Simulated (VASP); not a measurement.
# CuO (Cccm) in VASP: a series of runs, part 2 of 3

VASP 6.6.1.

## Step 3: Single point, r2SCAN+D3(BJ)

This run uses another cell than the first one, of 10.60 Å³/atom.

Contents of POSCAR:

```
CuO
1.0
    2.0309573692     -2.0396220817      0.0000000000
    2.0309573692      2.0396220817      0.0000000000
    0.0000000000      0.0000000000      5.1186930331
Cu O
2 2
Direct
    0.5000000000      0.0000000000      0.0000000000
    0.0000000000      0.5000000000      0.5000000000
    0.5000000000      0.5000000000      0.2500000000
    0.5000000000      0.5000000000      0.7500000000
```

Contents of INCAR.step1:

```
PREC = Accurate
ENCUT = 520
ISMEAR = -1
SIGMA = 0.05
LREAL = F
LASPH = T
NELM = 100
NBANDS = 25
GGA = PE
ALGO = Normal
EDIFF = 1E-4
LWAVE = T
LCHARG = F
```

Contents of INCAR.step2:

```
PREC = Accurate
ENCUT = 520
EDIFF = 1E-6
ISMEAR = -1
SIGMA = 0.05
LREAL = F
LASPH = T
NELM = 100
ALGO = Normal
ISIF = 2
LWAVE = F
LCHARG = F
METAGGA = R2SCAN
LMIXTAU = T
IVDW = 12
VDW_S6 = 1.0
VDW_S8 = 0.78981345
VDW_A1 = 0.49484001
VDW_A2 = 5.73083694
NBANDS = 25
ISTART = 1
```

Contents of KPOINTS:

```
Automatic mesh
0
Gamma
  9 9 5
```

Potentials or basis: VASP PAW PBE potentials, release 64 (Cu, O).

Run with:

```console
> cat potpaw_PBE.64/Cu/POTCAR potpaw_PBE.64/O/POTCAR > POTCAR
> cp INCAR.step1 INCAR
> mpirun -np 1 vasp_std > vasp.out
> cp INCAR.step2 INCAR
> mpirun -np 1 vasp_std > vasp.out
```

OUTCAR:

```text
PREC = Accurate
   ENCUT = 520
   EDIFF = 1E-6
   ISMEAR = -1
   LREAL = F
   LASPH = T
   NELM = 100
   ISIF = 2
   METAGGA = R2SCAN
   IVDW = 12
   ISTART = 1
 IVDW          = 12

 ion  position               nearest neighbor table
   1  0.500  0.000  0.000-   3 1.93   4 1.93   3 1.93   4 1.93
   2  0.000  0.500  0.500-   3 1.93   4 1.93   3 1.93   4 1.93
   3  0.500  0.500  0.250-   1 1.93   2 1.93   1 1.93   2 1.93
   4  0.500  0.500  0.750-   1 1.93   2 1.93   1 1.93   2 1.93

  LATTYP: Found a base centered orthorhombic cell.
 ALAT       =     4.0619147384
 B/A-ratio  =     1.0042663192
 C/A-ratio  =     1.2601675226

  Lattice vectors:

 A1 = (   2.0309573692,  -2.0396220817,   0.0000000000)
 A2 = (   2.0309573692,   2.0396220817,   0.0000000000)
 A3 = (   0.0000000000,   0.0000000000,   5.1186930331)

Analysis of symmetry for initial positions (statically):
=====================================================================
 Subroutine PRICEL returns:
 Original cell was already a primitive cell.

 Routine SETGRP: Setting up the symmetry group for a
 base centered orthorhombic supercell.

 Subroutine GETGRP returns: Found  8 space group operations
 (whereof  4 operations were pure point group operations)
 out of a pool of  8 trial point group operations.

The static configuration has the point symmetry C_2h.
 The point group associated with its full space group is D_2h.

Analysis of symmetry for dynamics (positions and initial velocities):
=====================================================================
 Subroutine PRICEL returns:
 Original cell was already a primitive cell.

 Routine SETGRP: Setting up the symmetry group for a
 base centered orthorhombic supercell.

 Subroutine GETGRP returns: Found  8 space group operations
 (whereof  4 operations were pure point group operations)
 out of a pool of  8 trial point group operations.

The dynamic configuration has the point symmetry C_2h.
 The point group associated with its full space group is D_2h.

 Subroutine INISYM returns: Found  8 space group operations
 (whereof  4 operations are pure point group operations),
 and found     1 'primitive' translations

----------------------------------------------------------------------------------------

                                     Primitive cell

  volume of cell :      42.4072

  direct lattice vectors                    reciprocal lattice vectors
     2.030957369 -2.039622082  0.000000000     0.246189313 -0.245143453  0.000000000
     2.030957369  2.039622082  0.000000000     0.246189313  0.245143453  0.000000000
     0.000000000  0.000000000  5.118693033     0.000000000  0.000000000  0.195362370

  length of vectors
     2.878340854  2.878340854  5.118693033     0.347425518  0.347425518  0.195362370

  position of ions in fractional coordinates (direct lattice)
     0.500000000  0.000000000  0.000000000
     0.000000000  0.500000000  0.500000000
     0.500000000  0.500000000  0.250000000
     0.500000000  0.500000000  0.750000000

  ion indices of the primitive-cell ions
[... 23 lines left out ...]

  Shift w.r.t. Gamma in fractional coordinates (k-lattice)
     0.000000000  0.000000000  0.000000000

 Subroutine IBZKPT returns following result:
 ===========================================

 Found     75 irreducible k-points:

 Following reciprocal coordinates:
            Coordinates               Weight
  0.000000  0.000000  0.000000      1.000000
  0.111111  0.000000  0.000000      4.000000
  0.222222  0.000000  0.000000      4.000000
  0.333333  0.000000  0.000000      4.000000
  0.444444  0.000000  0.000000      4.000000
  0.111111  0.111111  0.000000      2.000000
[... 16 lines left out ...]
 -0.333333  0.333333  0.000000      2.000000
  0.444444  0.444444  0.000000      2.000000
 [... further k-points ...]
   k-points           NKPTS =     75   k-points in BZ     NKDIM =     75   number of bands    NBANDS=     25
   number of dos      NEDOS =    301   number of ions     NIONS =      4
   total plane-waves  NPLWV =  23040
   dimension x,y,z NGX =    24 NGY =   24 NGZ =   40
   dimension x,y,z NGXF=    48 NGYF=   48 NGZF=   80
   ions per type =               2   2
   NGX,Y,Z   is equivalent  to a cutoff of  13.86, 13.86, 12.99 a.u.
   NGXF,Y,Z  is equivalent  to a cutoff of  27.72, 27.72, 25.98 a.u.
 SYSTEM =  unknown system
   PREC   = accura    normal or accurate (medium, high low for compatibility)
   ISTART =      1    job   : 0-new  1-cont  2-samecut
   ICHARG =      0    charge: 1-file 2-atom 10-const
   ISPIN  =      1    spin polarized calculation?
   LNONCOLLINEAR =      F non collinear calculations
   LSORBIT =      F    spin-orbit coupling
   LASPH  =      T    aspherical Exc in radial PAW
   ENCUT  =  520.0 eV  38.22 Ry    6.18 a.u.   5.35  5.35  9.52*2*pi/ulx,y,z
   NELM   =    100;   NELMIN=  2; NELMDL=  0     # of ELM steps
   EDIFF  = 0.1E-05   stopping-criterion for ELM
   LREAL  =      F    real-space projection
   EDIFFG = 0.1E-04   stopping-criterion for IOM
   NSW    =      0    number of steps for IOM
   IBRION =     -1    ionic relax: 0-MD 1-quasi-New 2-CG
   NFREE  =      0    steps in history (QN), initial steepest desc. (CG)
   ISIF   =      2    stress and relaxation
   ISYM   =      2    0-nonsym 1-usesym 2-fastsym
   POTIM  = 0.5000    time-step for ionic-motion
   TEBEG  =    0.0;   TEEND  =   0.0 temperature during run
   PSTRESS=    0.0 pullay stress
   NELECT =      34.0000    total number of electrons
   NUPDOWN=      -1.0000    fix difference up-down
   EMIN   =  10.00;   EMAX   =-10.00  energy-range for DOS
   EFERMI =   0.00;   METHOD = LEGACY
   ISMEAR =    -1;   SIGMA  =   0.05  broadening in eV -4-tet -1-fermi 0-gaus
   EFERMI_NEDOS =   21; number of points for ismear=-14 and -15
   IALGO  =     38    algorithm
   IMIX   =      4    mixing-type and parameters
     AMIX     =   0.40;   BMIX     =  1.00
     AMIX_MAG =   1.60;   BMIX_MAG =  1.00
  volume/ion in A,a.u.               =      10.60        71.54
  Fermi-wavevector in a.u.,A,eV,Ry     =   1.520855  2.874000 31.470293  2.313001
  Thomas-Fermi vector in A             =   2.629649
   LORBIT       =      0    0 simple, 1 ext, 2 COOP (PROOUT), +10 PAW based schemes
   METAGGA = R2SCAN    functional components
   LHFCALC =     F    Hartree Fock is set to
   AEXX    =    0.0000 exact exchange contribution
   IVDW    =    12    specifies the selected vdW correction
   LEPSILON=     F    determine dielectric tensor
   LRPA    =     F    only Hartree local field effects (RPA)
 non-spin polarized calculation
  energy-cutoff  :      520.00
  volume of cell :       42.41
 maximum number of plane-waves:      1155
 NGX is ok and might be reduce to    24
   NGX = 11   NGY = 11   NGZ = 19

 number of electron      33.9999965 magnetization

 Free energy of the ion-electron system (eV)
  ---------------------------------------------------
  ext. energy  EPLUGINS =         0.00000000
  ---------------------------------------------------
  free energy    TOTEN  =       -36.47195612 eV

  energy without entropy =      -36.45305929  energy(sigma->0) =      -36.46250770

 E-fermi :   5.2555     XC(G=0): -12.2723

 val. band max:        5.2494384246   @ k =   0.4444   0.4444   0.4000
 cond. band min:       5.2884799204   @ k =   0.2222   0.1111   0.0000
 fundamental gap:      0.0390414958
 Fermi energy:         5.2555167039

 k-point     1 :       0.0000    0.0000    0.0000
  band No.  band energies     occupation
      1     -16.0633      2.00000
      2     -14.7252      2.00000
      3      -3.5009      2.00000
      4      -0.6495      2.00000
      5      -0.6408      2.00000
      6       1.1553      2.00000
[... 661 lines left out ...]
     24      17.3380      0.00000
     25      18.0607      0.00000

 [... further k-points ...]

------------------------ aborting loop because EDIFF is reached ----------------------------------------

 Edisp (eV)   -0.51043

 E8    (eV) :    -0.1501

  FORCE on cell =-STRESS in cart. coord.  units (eV):
  Direction    XX          YY          ZZ          XY          YZ          ZX
  --------------------------------------------------------------------------------------
  -------------------------------------------------------------------------------------
  Total       0.23076     0.22578     0.36216     0.00000     0.00000     0.00000
  in kB       8.71837     8.53033    13.68267     0.00000     0.00000     0.00000
  external pressure =       10.31 kB  Pullay stress =        0.00 kB

 VOLUME and BASIS-vectors are now :
 -----------------------------------------------------------------------------
  energy-cutoff  :      520.00
  volume of cell :       42.41
      direct lattice vectors                 reciprocal lattice vectors
     2.030957369 -2.039622082  0.000000000     0.246189313 -0.245143453  0.000000000
     2.030957369  2.039622082  0.000000000     0.246189313  0.245143453  0.000000000
     0.000000000  0.000000000  5.118693033     0.000000000  0.000000000  0.195362370

 POSITION                                       TOTAL-FORCE (eV/Angst)
 -----------------------------------------------------------------------------------
      1.01548     -1.01981      0.00000        -0.000000     -0.000000      0.000000
      1.01548      1.01981      2.55935         0.000000     -0.000000      0.000000
      2.03096      0.00000      1.27967         0.000000      0.000000      0.000000
      2.03096      0.00000      3.83902         0.000000     -0.000000      0.000000
 -----------------------------------------------------------------------------------
    total drift:                                0.000000     -0.000000     -0.000000

  FREE ENERGIE OF THE ION-ELECTRON SYSTEM (eV)
  ---------------------------------------------------
  free  energy   TOTEN  =       -36.9823817598 eV

  energy  without entropy=      -36.9634849355  energy(sigma->0) =      -36.97293335
```

Wall time 3.2 min (1 thread of Intel Xeon Platinum 8488C (Sapphire Rapids), shared host); peak memory 0.22 GiB.

Results:

```yaml
Free_energy: -36.9824 eV
Pressure: 1.0 GPa
Band_gap_on_the_k_mesh: zero (bands 17 and 18 overlap by 0.97 eV)
Dispersion_energy_per_atom: -0.128 eV
```

Stress tensor (GPa, compression positive):
```
0.87 0.00 0.00
0.00 0.85 0.00
0.00 0.00 1.37
```

Levels at points of the mesh, in eV from the Fermi level:
```
           k point  band 15  band 16  band 17  band 18  band 19  band 20
(0.00, 0.00, 0.00)    -2.60    -2.26     0.70     0.71     1.82     6.65
```

Caveat: the PAW data sets were made with another functional, which shifts forces and pressure a little; semilocal functionals often make such compounds metallic where correlation or magnetic order opens a gap, which also shifts bond lengths.

[end of part 2 of 3]
